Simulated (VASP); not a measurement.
Crystal: Ni.

```xyz
1
Lattice="-1.3837 1.3837 1.3837 1.3837 -1.3837 1.3837 1.3837 1.3837 -1.3837" Properties=species:S:1:pos:R:3 pbc="T T T"
Ni    0.0000    0.0000    0.0000
```

Base run:

```yaml
Program: VASP 6.6.1
Functional: r2SCAN
Potentials_or_basis: VASP PAW PBE potentials, release 64 (Ni)
Cutoff: 520 eV
k_mesh: 17 × 17 × 17
Occupations: fermi-dirac, width 0.1 eV
Spin: collinear spin, ferromagnetic start
Starting_moments: "[1.0] μB"
```

Its results: pressure 0.5 GPa; net moment 0.64 μB per cell; site moments Ni +0.66 μB.

Task: The run is repeated on the same cell with these changes: functional from r2SCAN to BLYP. What comes out?

Result: Pressure 17.4 GPa; net moment 0.42 μB per cell; site moments Ni +0.42 μB.

Caveats: the PAW data sets were made with another functional, which shifts forces and pressure a little.
